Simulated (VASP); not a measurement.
# Pt2Cl (P6/mmm) in VASP: single point with PBE

Aim: the single point of Pt2Cl with PBE.

All numbers are computed with VASP 6.6.1; they aren't measurements. Logs are shortened: lines on timing, memory, paths and dates and some standing lists are left out, and cuts for length are marked.

## (1) The cell of the first run

Symmetry: P6/mmm, No. 191, hexagonal system. Conventional cell: a = 3.837 Å, b = 3.837 Å, c = 4.142 Å, α = 90.00°, β = 90.00°, γ = 120.00°. Pt (site symmetry -6m2) has 3 Pt at 2.22 Å within 2.9 Å. Cl (site symmetry 6/mmm) has 12 Pt at 3.03 Å and 8 Cl at 3.84 to 4.14 Å within 4.2 Å.

## (2) Single point, PBE

Contents of INCAR:

```
SYSTEM = Pt2Cl
  ALGO = Normal
  EDIFF = 1E-6
  ENCUT = 570
  GGA = PE
  GGA_COMPAT = .False.
  ISIF = 2
  ISMEAR = 0
  LASPH = .True.
  LCHARG = .False.
  LREAL = .False.
  LWAVE = .False.
  NBANDS = 28
  NELM = 120
  PREC = Accurate
  SIGMA = 0.1
```

Contents of KPOINTS:

```
k-points
0
Gamma
  6 6 4
  0 0 0
```

Contents of POSCAR:

```
Pt2Cl
1.0
    3.8365803450      0.0000000000      0.0000000000
   -1.9182901725      3.3225760424      0.0000000000
    0.0000000000      0.0000000000      4.1424870834
Pt Cl
2 1
Direct
    0.3333333333      0.6666666667      0.5000000000
    0.6666666667      0.3333333333      0.5000000000
    0.0000000000      0.0000000000      0.0000000000
```

Potentials or basis: VASP PAW PBE potentials, release 64 (Pt_sv_GW, Cl).

On the command line:

```
$ cat potpaw_PBE.64/Pt_sv_GW/POTCAR potpaw_PBE.64/Cl/POTCAR > POTCAR
$ mpirun -np 1 vasp_std > vasp.out
```

OUTCAR:

```text
SYSTEM = Pt2Cl
   EDIFF = 1E-6
   ENCUT = 570
   GGA = PE
   ISIF = 2
   ISMEAR = 0
   LASPH = .True.
   LREAL = .False.
   NELM = 120
   PREC = Accurate

 ion  position               nearest neighbor table
   1  0.333  0.667  0.500-   2 2.22   2 2.22   2 2.22
   2  0.667  0.333  0.500-   1 2.22   1 2.22   1 2.22
   3  0.000  0.000  0.000-

  LATTYP: Found a hexagonal cell.
 ALAT       =     3.8365803450
 C/A-ratio  =     1.0797342193

  Lattice vectors:

 A1 = (   3.8365803450,   0.0000000000,   0.0000000000)
 A2 = (  -1.9182901725,   3.3225760424,   0.0000000000)
 A3 = (   0.0000000000,   0.0000000000,   4.1424870834)

Analysis of symmetry for initial positions (statically):
=====================================================================
 Subroutine PRICEL returns:
 Original cell was already a primitive cell.

 Routine SETGRP: Setting up the symmetry group for a
 hexagonal supercell.

 Subroutine GETGRP returns: Found 24 space group operations
 (whereof 24 operations were pure point group operations)
 out of a pool of 24 trial point group operations.

The static configuration has the point symmetry D_6h.

Analysis of symmetry for dynamics (positions and initial velocities):
=====================================================================
 Subroutine PRICEL returns:
 Original cell was already a primitive cell.

 Routine SETGRP: Setting up the symmetry group for a
 hexagonal supercell.

 Subroutine GETGRP returns: Found 24 space group operations
 (whereof 24 operations were pure point group operations)
 out of a pool of 24 trial point group operations.

The dynamic configuration has the point symmetry D_6h.

 Subroutine INISYM returns: Found 24 space group operations
 (whereof 24 operations are pure point group operations),
 and found     1 'primitive' translations

----------------------------------------------------------------------------------------

                                     Primitive cell

  volume of cell :      52.8056

  direct lattice vectors                    reciprocal lattice vectors
     3.836580345  0.000000000  0.000000000     0.260648784  0.150485645  0.000000000
[... 78 lines left out ...]
   ISPIN  =      1    spin polarized calculation?
   LNONCOLLINEAR =      F non collinear calculations
   LSORBIT =      F    spin-orbit coupling
   LASPH  =      T    aspherical Exc in radial PAW
   ENCUT  =  570.0 eV  41.89 Ry    6.47 a.u.   7.47  7.47  8.06*2*pi/ulx,y,z
   NELM   =    120;   NELMIN=  2; NELMDL= -5     # of ELM steps
   EDIFF  = 0.1E-05   stopping-criterion for ELM
   LREAL  =      F    real-space projection
   EDIFFG = 0.1E-04   stopping-criterion for IOM
   NSW    =      0    number of steps for IOM
   IBRION =     -1    ionic relax: 0-MD 1-quasi-New 2-CG
   NFREE  =      0    steps in history (QN), initial steepest desc. (CG)
   ISIF   =      2    stress and relaxation
   ISYM   =      2    0-nonsym 1-usesym 2-fastsym
   POTIM  = 0.5000    time-step for ionic-motion
   TEBEG  =    0.0;   TEEND  =   0.0 temperature during run
   PSTRESS=    0.0 pullay stress
   NELECT =      43.0000    total number of electrons
   NUPDOWN=      -1.0000    fix difference up-down
   EMIN   =  10.00;   EMAX   =-10.00  energy-range for DOS
   EFERMI =   0.00;   METHOD = LEGACY
   ISMEAR =     0;   SIGMA  =   0.10  broadening in eV -4-tet -1-fermi 0-gaus
   EFERMI_NEDOS =   21; number of points for ismear=-14 and -15
   IALGO  =     38    algorithm
   IMIX   =      4    mixing-type and parameters
     AMIX     =   0.40;   BMIX     =  1.00
     AMIX_MAG =   1.60;   BMIX_MAG =  1.00
  volume/ion in A,a.u.               =      17.60       118.78
  Fermi-wavevector in a.u.,A,eV,Ry     =   1.528754  2.888926 31.798011  2.337088
  Thomas-Fermi vector in A             =   2.636469
   LORBIT       =      0    0 simple, 1 ext, 2 COOP (PROOUT), +10 PAW based schemes
   GGA     = PE    functional components
   LHFCALC =     F    Hartree Fock is set to
   AEXX    =    0.0000 exact exchange contribution
   IVDW    =     0    specifies the selected vdW correction
   LEPSILON=     F    determine dielectric tensor
   LRPA    =     F    only Hartree local field effects (RPA)
 non-spin polarized calculation
 Gauss-broadening in eV      SIGMA  =   0.10
  energy-cutoff  :      570.00
  volume of cell :       52.81
 maximum number of plane-waves:      1660
 NGX is ok and might be reduce to    30
   NGX = 15   NGY = 15   NGZ = 17

 number of electron      43.0000000 magnetization

 Free energy of the ion-electron system (eV)
  ---------------------------------------------------
  ext. energy  EPLUGINS =         0.00000000
  ---------------------------------------------------
  free energy    TOTEN  =        -8.57336994 eV

  energy without entropy =       -8.53501185  energy(sigma->0) =       -8.55419089

 E-fermi :   7.5739     XC(G=0): -11.9349

 val. band max:        7.5703072012   @ k =   0.5000  -0.0000   0.5000
 cond. band min:       7.5959728916   @ k =   0.3333   0.1667   0.0000
 fundamental gap:      0.0256656904
 Fermi energy:         7.5739046788

 k-point     1 :       0.0000    0.0000    0.0000
  band No.  band energies     occupation
      1     -91.4593      2.00000
      2     -91.1363      2.00000
      3     -46.5785      2.00000
      4     -46.5785      2.00000
      5     -45.2142      2.00000
      6     -45.0890      2.00000
[... 640 lines left out ...]
     27      14.3154      0.00000
     28      19.8797      0.00000

------------------------ aborting loop because EDIFF is reached ----------------------------------------

  FORCE on cell =-STRESS in cart. coord.  units (eV):
  Direction    XX          YY          ZZ          XY          YZ          ZX
  --------------------------------------------------------------------------------------
  -------------------------------------------------------------------------------------
  Total       24.5607892     24.5607892      2.3044584      0.0000000      0.0000000      0.0000000
  in kB      745.1994243    745.1994243     69.9196209      0.0000000      0.0000000      0.0000000
  external PRESSURE =     520.1061565 kB  Pullay stress =       0.0000000 kB

 VOLUME and BASIS-vectors are now :
 -----------------------------------------------------------------------------
  energy-cutoff  :      570.00
  volume of cell :       52.81
      direct lattice vectors                 reciprocal lattice vectors
     3.836580345  0.000000000  0.000000000     0.260648784  0.150485645  0.000000000
    -1.918290172  3.322576042  0.000000000     0.000000000  0.300971291  0.000000000
     0.000000000  0.000000000  4.142487083     0.000000000  0.000000000  0.241400873

 POSITION                                       TOTAL-FORCE (eV/Angst)
 -----------------------------------------------------------------------------------
     -0.00000      2.21505      2.07124        -0.000000      0.000000      0.000000
      1.91829      1.10753      2.07124         0.000000      0.000000      0.000000
      0.00000      0.00000      0.00000        -0.000000      0.000000      0.000000
 -----------------------------------------------------------------------------------
    total drift:                                0.000000      0.000000      0.000000

  FREE ENERGIE OF THE ION-ELECTRON SYSTEM (eV)
  ---------------------------------------------------
  free  energy   TOTEN  =        -8.5733699386 eV

  energy  without entropy=       -8.5350118509  energy(sigma->0) =       -8.55419089
```

OSZICAR:

```text
N       E                     dE             d eps       ncg     rms          rms(c)
DAV:   1     0.485160568899E+03    0.48516E+03   -0.31537E+04  1376   0.169E+03
DAV:   2     0.120356049125E+02   -0.47312E+03   -0.46123E+03  1428   0.557E+02
DAV:   3    -0.116743644601E+02   -0.23710E+02   -0.23239E+02  1368   0.115E+02
DAV:   4    -0.120227053288E+02   -0.34834E+00   -0.34677E+00  1312   0.137E+01
DAV:   5    -0.120288610202E+02   -0.61557E-02   -0.61534E-02  1368   0.156E+00    0.143E+02
DAV:   6    -0.920046157264E+01    0.28284E+01   -0.26533E+01  1360   0.281E+01    0.631E+01
DAV:   7    -0.966893259368E+01   -0.46847E+00   -0.18153E+01  1408   0.196E+01    0.443E+01
DAV:   8    -0.856412934530E+01    0.11048E+01   -0.41091E+00  1368   0.115E+01    0.484E+00
DAV:   9    -0.857543981577E+01   -0.11310E-01   -0.22198E-01  1288   0.264E+00    0.184E+00
DAV:  10    -0.857360469345E+01    0.18351E-02   -0.99562E-03  1340   0.712E-01    0.137E+00
DAV:  11    -0.857350253881E+01    0.10215E-03   -0.19190E-03  1368   0.315E-01    0.348E-01
DAV:  12    -0.857336945422E+01    0.13308E-03   -0.25111E-04  1308   0.108E-01    0.155E-01
DAV:  13    -0.857337044421E+01   -0.99000E-06   -0.43656E-05  1212   0.405E-02    0.236E-02
DAV:  14    -0.857336993857E+01    0.50565E-06   -0.29621E-06  1100   0.126E-02
   1 F= -.85733699E+01 E0= -.85541909E+01  d E =-.383581E-01
```

stdout:

```text
POSCAR found type information on POSCAR PtCl
 POSCAR found :  2 types and       3 ions
 scaLAPACK will be used
 LDA part: xc-table for (Slater+PW92), standard interpolation
 POSCAR, INCAR and KPOINTS ok, starting setup
 FFT: planning ... GRIDC
 FFT: planning ... GRID_SOFT
 FFT: planning ... GRID
 WAVECAR not read
 entering main loop
```

It took 74 s on 1 thread of Intel Xeon Platinum 8259CL at 2.50GHz (Skylake/Cascade Lake), shared host; peak memory 0.19 GiB.

What came out:

- Free energy: -8.5734 eV
- Pressure: 52.0 GPa
- Band gap on the k mesh: zero (an odd number of electrons rules out a gap without spin polarisation)

Stress tensor (GPa, compression positive):
```
74.52  0.00  0.00
 0.00 74.52  0.00
 0.00  0.00  6.99
```

Levels at points of the mesh, in eV from the Fermi level:
```csv
k point,band 18,band 19,band 20,band 21,band 22,band 23,band 24,band 25,band 26,band 27
"(0.00, 0.00, 0.00)",-3.36,-2.00,-2.00,-1.12,-1.12,-0.92,7.00,7.37,7.50,7.50
"(0.50, 0.00, 0.00)",-2.30,-1.69,-0.84,-0.06,-0.03,0.14,3.27,6.70,7.07,8.54
"(0.00, 0.00, 0.50)",-3.73,-3.73,-0.48,0.04,0.04,0.35,2.30,10.12,11.02,11.02
"(0.50, 0.00, 0.50)",-2.03,-1.61,-1.19,-0.13,0.00,2.27,2.57,4.68,5.23,8.08
```

Caveat: the k points lie up to 0.38 Å⁻¹ apart, too coarse for converged energies and pressures of a metal; spin-orbit coupling is left out, which moves the levels of the heavy elements.

The gap in the log of VASP goes by the Fermi energy; the results here count the filled bands.